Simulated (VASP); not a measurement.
Write the native input for VASP 6.6.1 that does the following.

```
Task                               : single point
Functional                         : r2SCAN0
Potentials or basis                : VASP PAW PBE potentials, release 64 (In_d, P)
Cutoff                             : 520 eV
k mesh                             : 6 × 6 × 6
Occupations                        : gaussian, width 0.01 eV
Spin                               : no spin polarisation
Dipole correction                  : no
Grid for exact exchange (PRECFOCK) : Normal
Further INCAR settings             : ALGO = Normal; EDIFF = 1e-06; NBANDS = 16
Share of exact exchange            : 0.25
```

Crystal: InP.

```
CELL_PARAMETERS angstrom
0.00000 2.95381 2.95381
2.95381 0.00000 2.95381
2.95381 2.95381 0.00000
ATOMIC_POSITIONS crystal
In 0.00000 0.00000 0.00000
P 0.25000 0.25000 0.25000
```

One way to write it, as run:

POSCAR

```
InP
1.0
    0.0000000000      2.9538132889      2.9538132889
    2.9538132889      0.0000000000      2.9538132889
    2.9538132889      2.9538132889      0.0000000000
In P
1 1
Direct
    0.0000000000      0.0000000000      0.0000000000
    0.2500000000      0.2500000000      0.2500000000
```

INCAR.step1

```
PREC = Accurate
ENCUT = 520
EDIFF = 1E-5
ISMEAR = 0
SIGMA = 0.01
LREAL = F
LASPH = T
NELM = 100
ALGO = Normal
ISIF = 2
LWAVE = T
LCHARG = F
GGA = PE
NBANDS = 16
```

INCAR.step2

```
PREC = Accurate
ENCUT = 520
EDIFF = 1E-6
ISMEAR = 0
SIGMA = 0.01
LREAL = F
LASPH = T
NELM = 100
ALGO = Normal
ISIF = 2
LWAVE = F
LCHARG = F
METAGGA = R2SCAN
LHFCALC = T
AEXX = 0.25
LMIXTAU = T
PRECFOCK = Normal
ISTART = 1
NBANDS = 16
```

KPOINTS

```
Automatic mesh
0
Gamma
  6 6 6
```

Potentials or basis: VASP PAW PBE potentials, release 64 (In_d, P).

Run with:

```sh
$ cat potpaw_PBE.64/In_d/POTCAR potpaw_PBE.64/P/POTCAR > POTCAR
$ cp INCAR.step1 INCAR
$ mpirun -np 1 vasp_std > vasp.out
$ cp INCAR.step2 INCAR
$ mpirun -np 1 vasp_std > vasp.out
```

Results of the run:

The pressure is -1.6 GPa. The band gap on the k mesh is 2.25 eV.

Caveat: the PAW data sets were made with another functional, which shifts forces and pressure a little; spin-orbit coupling is left out, which moves the levels of the heavy elements.

It took 98 min on 1 thread of Oxide Virtual Turin-like Processor, on a shared host, peak memory 0.18 GiB.
